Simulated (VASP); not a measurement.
# KTaO3 (Pm-3m) in VASP: notebook

The runs below take KTaO3 through electric field gradients, with PBE.

Program: VASP 6.6.1. These are calculated values, not measurements. Logs are shortened: lines on timing, memory, paths and dates and some standing lists are left out, and cuts for length are marked.

## 1. The cell of the first run

The structure is cubic, space group Pm-3m (No. 221). The conventional cell has a = 3.962 Å, b = 3.962 Å, c = 3.962 Å, α = 90.00°, β = 90.00°, γ = 90.00°. Within 3.7 Å of K (site symmetry m-3m) lie 12 O at 2.80 Å and 8 Ta at 3.43 Å. Within 2.6 Å of Ta (site symmetry m-3m) lie 6 O at 1.98 Å. O (site symmetry 4/mmm) has 2 Ta at 1.98 Å within 2.6 Å.

## 2. Electric field gradients, PBE (volume scaled by 0.98)

INCAR reads:

```
SYSTEM = KTaO3
PREC = Accurate
ENCUT = 520
EDIFF = 1E-8
ISMEAR = -1
SIGMA = 0.01
LREAL = .False.
LASPH = .True.
NELM = 60
ALGO = Normal
ISIF = 2
LWAVE = .False.
LCHARG = .False.
GGA = PE
LEFG = .True.
NBANDS = 27
```

KPOINTS reads:

```
Automatic mesh
0
Gamma
  5 5 5
  0 0 0
```

POSCAR reads:

```
KTaO3
1.0
    3.9615320794      0.0000000000      0.0000000000
    0.0000000000      3.9615320794      0.0000000000
    0.0000000000      0.0000000000      3.9615320794
K Ta O
1 1 3
Direct
    0.5000000000      0.5000000000      0.5000000000
    0.0000000000      0.0000000000      0.0000000000
    0.5000000000      0.0000000000      0.0000000000
    0.0000000000      0.5000000000      0.0000000000
    0.0000000000      0.0000000000      0.5000000000
```

Potentials or basis: VASP PAW PBE potentials, release 64 (K_sv, Ta_pv, O).

On the command line:

```console
$ cat potpaw_PBE.64/K_sv/POTCAR potpaw_PBE.64/Ta_pv/POTCAR potpaw_PBE.64/O/POTCAR > POTCAR
$ mpirun -np 1 vasp_std > vasp.out
```

OUTCAR:

```text
SYSTEM = KTaO3
   PREC = Accurate
   ENCUT = 520
   EDIFF = 1E-8
   ISMEAR = -1
   LREAL = .False.
   LASPH = .True.
   NELM = 60
   ISIF = 2
   GGA = PE

 ion  position               nearest neighbor table
   1  0.500  0.500  0.500-   3 2.80   4 2.80   5 2.80   3 2.80   4 2.80   3 2.80   5 2.80   3 2.80
                             4 2.80   5 2.80   4 2.80   5 2.80   2 3.43   2 3.43   2 3.43   2 3.43
   2  0.000  0.000  0.000-   3 1.98   4 1.98   5 1.98   5 1.98   4 1.98   3 1.98   1 3.43   1 3.43
                             1 3.43   1 3.43   1 3.43   1 3.43   1 3.43   1 3.43
   3  0.500  0.000  0.000-   2 1.98   2 1.98   1 2.80   1 2.80   1 2.80   1 2.80
   4  0.000  0.500  0.000-   2 1.98   2 1.98   1 2.80   1 2.80   1 2.80   1 2.80
   5  0.000  0.000  0.500-   2 1.98   2 1.98   1 2.80   1 2.80   1 2.80   1 2.80

  LATTYP: Found a simple cubic cell.
 ALAT       =     3.9615320794

  Lattice vectors:

 A1 = (   3.9615320794,   0.0000000000,   0.0000000000)
 A2 = (   0.0000000000,   3.9615320794,   0.0000000000)
 A3 = (   0.0000000000,   0.0000000000,   3.9615320794)

Analysis of symmetry for initial positions (statically):
=====================================================================
 Subroutine PRICEL returns:
 Original cell was already a primitive cell.

 Routine SETGRP: Setting up the symmetry group for a
 simple cubic supercell.

 Subroutine GETGRP returns: Found 48 space group operations
 (whereof 48 operations were pure point group operations)
 out of a pool of 48 trial point group operations.

The static configuration has the point symmetry O_h .

Analysis of symmetry for dynamics (positions and initial velocities):
=====================================================================
 Subroutine PRICEL returns:
 Original cell was already a primitive cell.

 Routine SETGRP: Setting up the symmetry group for a
 simple cubic supercell.

 Subroutine GETGRP returns: Found 48 space group operations
 (whereof 48 operations were pure point group operations)
 out of a pool of 48 trial point group operations.

The dynamic configuration has the point symmetry O_h .

 Subroutine INISYM returns: Found 48 space group operations
 (whereof 48 operations are pure point group operations),
 and found     1 'primitive' translations

----------------------------------------------------------------------------------------

                                     Primitive cell

  volume of cell :      62.1712

  direct lattice vectors                    reciprocal lattice vectors
     3.961532079  0.000000000  0.000000000     0.252427591  0.000000000  0.000000000
     0.000000000  3.961532079  0.000000000     0.000000000  0.252427591  0.000000000
     0.000000000  0.000000000  3.961532079     0.000000000  0.000000000  0.252427591

  length of vectors
     3.961532079  3.961532079  3.961532079     0.252427591  0.252427591  0.252427591

  position of ions in fractional coordinates (direct lattice)
     0.500000000  0.500000000  0.500000000
     0.000000000  0.000000000  0.000000000
     0.500000000  0.000000000  0.000000000
     0.000000000  0.500000000  0.000000000
     0.000000000  0.000000000  0.500000000

  ion indices of the primitive-cell ions
   primitive index   ion index
                 1           1
                 2           2
                 3           3
                 4           4
                 5           5

----------------------------------------------------------------------------------------

 KPOINTS: Automatic mesh

Automatic generation of k-mesh.
 Grid dimensions read from file:
 generate k-points for:    5    5    5

 Generating k-lattice:

[... 29 lines left out ...]
   number of dos      NEDOS =    301   number of ions     NIONS =      5
   total plane-waves  NPLWV =  27000
   dimension x,y,z NGX =    30 NGY =   30 NGZ =   30
   dimension x,y,z NGXF=    60 NGYF=   60 NGZF=   60
   ions per type =               1   1   3
   NGX,Y,Z   is equivalent  to a cutoff of  12.59, 12.59, 12.59 a.u.
   NGXF,Y,Z  is equivalent  to a cutoff of  25.18, 25.18, 25.18 a.u.
 SYSTEM =  KTaO3
   PREC   = accura    normal or accurate (medium, high low for compatibility)
   ISTART =      0    job   : 0-new  1-cont  2-samecut
   ICHARG =      2    charge: 1-file 2-atom 10-const
   ISPIN  =      1    spin polarized calculation?
   LNONCOLLINEAR =      F non collinear calculations
   LSORBIT =      F    spin-orbit coupling
   LASPH  =      T    aspherical Exc in radial PAW
   ENCUT  =  520.0 eV  38.22 Ry    6.18 a.u.   7.37  7.37  7.37*2*pi/ulx,y,z
   NELM   =     60;   NELMIN=  2; NELMDL= -5     # of ELM steps
   EDIFF  = 0.1E-07   stopping-criterion for ELM
   LREAL  =      F    real-space projection
   EDIFFG = 0.1E-06   stopping-criterion for IOM
   NSW    =      0    number of steps for IOM
   IBRION =     -1    ionic relax: 0-MD 1-quasi-New 2-CG
   NFREE  =      0    steps in history (QN), initial steepest desc. (CG)
   ISIF   =      2    stress and relaxation
   ISYM   =      2    0-nonsym 1-usesym 2-fastsym
   POTIM  = 0.5000    time-step for ionic-motion
   TEBEG  =    0.0;   TEEND  =   0.0 temperature during run
   PSTRESS=    0.0 pullay stress
   NELECT =      38.0000    total number of electrons
   NUPDOWN=      -1.0000    fix difference up-down
   EMIN   =  10.00;   EMAX   =-10.00  energy-range for DOS
   EFERMI =   0.00;   METHOD = LEGACY
   ISMEAR =    -1;   SIGMA  =   0.01  broadening in eV -4-tet -1-fermi 0-gaus
   EFERMI_NEDOS =   21; number of points for ismear=-14 and -15
   IALGO  =     38    algorithm
   IMIX   =      4    mixing-type and parameters
     AMIX     =   0.40;   BMIX     =  1.00
     AMIX_MAG =   1.60;   BMIX_MAG =  1.00
  volume/ion in A,a.u.               =      12.43        83.91
  Fermi-wavevector in a.u.,A,eV,Ry     =   1.389332  2.625458 26.262574  1.930245
  Thomas-Fermi vector in A             =   2.513373
   LORBIT       =      0    0 simple, 1 ext, 2 COOP (PROOUT), +10 PAW based schemes
   GGA     = PE    functional components
[... 5 lines left out ...]
 non-spin polarized calculation
  energy-cutoff  :      520.00
  volume of cell :       62.17
 maximum number of plane-waves:      1743
 NGX is ok and might be reduce to    30
   NGX = 15   NGY = 15   NGZ = 15

 number of electron      37.9999980 magnetization

 Free energy of the ion-electron system (eV)
  ---------------------------------------------------
  ext. energy  EPLUGINS =         0.00000000
  ---------------------------------------------------
  free energy    TOTEN  =       -40.95747422 eV

  energy without entropy =      -40.95747422  energy(sigma->0) =      -40.95747422

 E-fermi :   2.1325     XC(G=0): -10.9795

 val. band max:        1.8279406416   @ k =   0.4000   0.4000   0.4000
 cond. band min:       4.1592637990   @ k =   0.0000   0.0000   0.0000
 fundamental gap:      2.3313231574
 Fermi energy:         2.1325053125

 k-point     1 :       0.0000    0.0000    0.0000
  band No.  band energies     occupation
      1     -32.0954      2.00000
      2     -32.0954      2.00000
      3     -32.0954      2.00000
      4     -25.3642      2.00000
      5     -15.6826      2.00000
      6     -14.9708      2.00000
[... 289 lines left out ...]
     26      13.3921      0.00000
     27      13.8097      0.00000

------------------------ aborting loop because EDIFF is reached ----------------------------------------

  FORCE on cell =-STRESS in cart. coord.  units (eV):
  Direction    XX          YY          ZZ          XY          YZ          ZX
  --------------------------------------------------------------------------------------
  -------------------------------------------------------------------------------------
  Total        4.1294463      4.1294463      4.1294463     -0.0000000      0.0000000     -0.0000000
  in kB      106.4174570    106.4174570    106.4174570     -0.0000000      0.0000000     -0.0000000
  external PRESSURE =     106.4174570 kB  Pullay stress =       0.0000000 kB

 VOLUME and BASIS-vectors are now :
 -----------------------------------------------------------------------------
  energy-cutoff  :      520.00
  volume of cell :       62.17
      direct lattice vectors                 reciprocal lattice vectors
     3.961532079  0.000000000  0.000000000     0.252427591  0.000000000  0.000000000
     0.000000000  3.961532079  0.000000000     0.000000000  0.252427591  0.000000000
     0.000000000  0.000000000  3.961532079     0.000000000  0.000000000  0.252427591

 POSITION                                       TOTAL-FORCE (eV/Angst)
 -----------------------------------------------------------------------------------
      1.98077      1.98077      1.98077         0.000000      0.000000      0.000000
      0.00000      0.00000      0.00000         0.000000      0.000000      0.000000
      1.98077      0.00000      0.00000         0.000000      0.000000      0.000000
      0.00000      1.98077      0.00000         0.000000      0.000000      0.000000
      0.00000      0.00000      1.98077         0.000000      0.000000      0.000000
 -----------------------------------------------------------------------------------
    total drift:                                0.000000     -0.000000      0.000000

  FREE ENERGIE OF THE ION-ELECTRON SYSTEM (eV)
  ---------------------------------------------------
  free  energy   TOTEN  =       -40.9574742250 eV

  energy  without entropy=      -40.9574742250  energy(sigma->0) =      -40.95747422

 Electric field gradients (V/A^2)
---------------------------------------------------------------------
 ion       V_xx      V_yy      V_zz      V_xy      V_xz      V_yz
---------------------------------------------------------------------
   1       0.000     0.000    -0.000     0.000    -0.000     0.000
   2       0.000     0.000     0.000     0.000     0.000    -0.000
   3      16.722    -8.361    -8.361     0.000    -0.000     0.000
   4      -8.361    16.722    -8.361     0.000     0.000    -0.000
   5      -8.361    -8.361    16.722    -0.000     0.000    -0.000
---------------------------------------------------------------------

 Electric field gradients after diagonalization (V/A^2)
 (convention: |V_zz| > |V_xx| > |V_yy|)
----------------------------------------------------------------------
 ion       V_xx      V_yy      V_zz     asymmetry (V_yy - V_xx)/ V_zz
----------------------------------------------------------------------
   1       0.000    -0.000     0.000      -0.981
   2       0.000     0.000     0.000      -0.814
   3      -8.361    -8.361    16.722       0.000
   4      -8.361    -8.361    16.722       0.000
   5      -8.361    -8.361    16.722       0.000
----------------------------------------------------------------------

           NMR quadrupolar parameters

 Cq : quadrupolar parameter    Cq=e*Q*V_zz/h
 eta: asymmetry parameters     (V_yy - V_xx)/ V_zz
 Q  : nuclear electric quadrupole moment in mb (millibarn)
----------------------------------------------------------------------
 ion       Cq(MHz)       eta       Q (mb)
----------------------------------------------------------------------
   1       0.000      -0.981       1.000
   2       0.000      -0.814       1.000
   3       0.040       0.000       1.000
   4       0.040       0.000       1.000
   5       0.040       0.000       1.000
----------------------------------------------------------------------
```

Run time: 30 s. Hardware: 1 thread of Intel Xeon Platinum 8259CL at 2.50GHz (Skylake/Cascade Lake), shared host; peak memory 0.17 GiB.

Results:

```
Free energy            : -40.9575 eV
Pressure               : 10.6 GPa
Band gap on the k mesh : 2.33 eV, indirect (least direct gap 2.83 eV)
```

Electric field gradients, principal values (V/Å²):
```
atom   least  middle  greatest (by size)
 1 K   0.000   0.000               0.000
2 Ta   0.000   0.000               0.000
 3 O  -8.361  -8.361              16.722
 4 O  -8.361  -8.361              16.722
 5 O  -8.361  -8.361              16.722
```

Caveat: without QUAD_EFG the Cq values of the log hold for a quadrupole moment of 1 mb, not for the nuclei; spin-orbit coupling is left out, which moves the levels of the heavy elements. A k mesh can miss the band edges.

## 3. Electric field gradients, PBE (volume scaled by 1.01)

INCAR reads:

```
SYSTEM = KTaO3
PREC = Accurate ; ENCUT = 520
EDIFF = 1E-8 ; ISMEAR = -1
SIGMA = 0.01 ; LREAL = .FALSE.
LASPH = .TRUE. ; NELM = 100
ALGO = Normal ; ISIF = 2
LWAVE = .FALSE. ; LCHARG = .FALSE.
GGA = PE ; LEFG = .TRUE.
NBANDS = 27
```

KPOINTS reads:

```
Automatic mesh
0
G
  5 5 5
  0 0 0
```

Edit POSCAR of step 2 so:

```diff
@@ -2,5 +2,5 @@
 1.0
-    3.9615320794      0.0000000000      0.0000000000
-    0.0000000000      3.9615320794      0.0000000000
-    0.0000000000      0.0000000000      3.9615320794
+    4.0015502635      0.0000000000      0.0000000000
+    0.0000000000      4.0015502635      0.0000000000
+    0.0000000000      0.0000000000      4.0015502635
 K Ta O
```

Potentials or basis: VASP PAW PBE potentials, release 64 (K_sv, Ta_pv, O).

On the command line:

```console
$ cat potpaw_PBE.64/K_sv/POTCAR potpaw_PBE.64/Ta_pv/POTCAR potpaw_PBE.64/O/POTCAR > POTCAR
$ mpirun -np 1 vasp_std > vasp.out
```

OUTCAR:

```text
SYSTEM = KTaO3
   PREC = Accurate
   ENCUT = 520
   EDIFF = 1E-8
   ISMEAR = -1
   LREAL = .FALSE.
   LASPH = .TRUE.
   NELM = 100
   ISIF = 2
   GGA = PE

 ion  position               nearest neighbor table
   1  0.500  0.500  0.500-   3 2.83   4 2.83   5 2.83   3 2.83   4 2.83   3 2.83   5 2.83   3 2.83
                             4 2.83   5 2.83   4 2.83   5 2.83   2 3.47   2 3.47   2 3.47   2 3.47
   2  0.000  0.000  0.000-   3 2.00   4 2.00   5 2.00   5 2.00   4 2.00   3 2.00   1 3.47   1 3.47
                             1 3.47   1 3.47   1 3.47   1 3.47   1 3.47   1 3.47
   3  0.500  0.000  0.000-   2 2.00   2 2.00   1 2.83   1 2.83   1 2.83   1 2.83
   4  0.000  0.500  0.000-   2 2.00   2 2.00   1 2.83   1 2.83   1 2.83   1 2.83
   5  0.000  0.000  0.500-   2 2.00   2 2.00   1 2.83   1 2.83   1 2.83   1 2.83

  LATTYP: Found a simple cubic cell.
[... 522 lines left out ...]
   4     -10.623    21.245   -10.623     0.000    -0.000    -0.000
   5     -10.623   -10.623    21.245     0.000     0.000     0.000
---------------------------------------------------------------------

 Electric field gradients after diagonalization (V/A^2)
 (convention: |V_zz| > |V_xx| > |V_yy|)
----------------------------------------------------------------------
 ion       V_xx      V_yy      V_zz     asymmetry (V_yy - V_xx)/ V_zz
----------------------------------------------------------------------
   1      -0.000    -0.000     0.000       0.088
   2       0.000     0.000    -0.000       0.033
   3     -10.623   -10.623    21.245       0.000
   4     -10.623   -10.623    21.245       0.000
   5     -10.623   -10.623    21.245       0.000
----------------------------------------------------------------------

           NMR quadrupolar parameters

 Cq : quadrupolar parameter    Cq=e*Q*V_zz/h
 eta: asymmetry parameters     (V_yy - V_xx)/ V_zz
 Q  : nuclear electric quadrupole moment in mb (millibarn)
----------------------------------------------------------------------
 ion       Cq(MHz)       eta       Q (mb)
----------------------------------------------------------------------
   1       0.000       0.088       1.000
   2      -0.000       0.033       1.000
   3       0.051       0.000       1.000
   4       0.051       0.000       1.000
   5       0.051       0.000       1.000
----------------------------------------------------------------------
```

Wall time 29 s (1 thread of Intel Xeon Platinum 8259CL at 2.50GHz (Skylake/Cascade Lake), shared host); peak memory 0.17 GiB.

Results:

* Free energy: -41.0456 eV
* Pressure: 4.0 GPa
* Band gap on the k mesh: 2.26 eV, indirect (least direct gap 2.78 eV)

Levels at points of the mesh, in eV from the valence-band top:
```tsv
k point	band 15	band 16	band 17	band 18	band 19	band 20	band 21	band 22	band 23	band 24
(0.00, 0.00, 0.00)	-0.93	-0.93	-0.52	-0.52	-0.52	2.26	2.26	2.26	6.66	6.75
```

Electric field gradients, principal values (V/Å²):
| atom | least | middle | greatest (by size) |
| --- | --- | --- | --- |
| 1 K | 0.000 | 0.000 | 0.000 |
| 2 Ta | 0.000 | 0.000 | 0.000 |
| 3 O | -10.623 | -10.623 | 21.245 |
| 4 O | -10.623 | -10.623 | 21.245 |
| 5 O | -10.623 | -10.623 | 21.245 |

Caveat: without QUAD_EFG the Cq values of the log hold for a quadrupole moment of 1 mb, not for the nuclei; spin-orbit coupling is left out, which moves the levels of the heavy elements. A k mesh can miss the band edges.

(Part 1 of 2 ends here.)
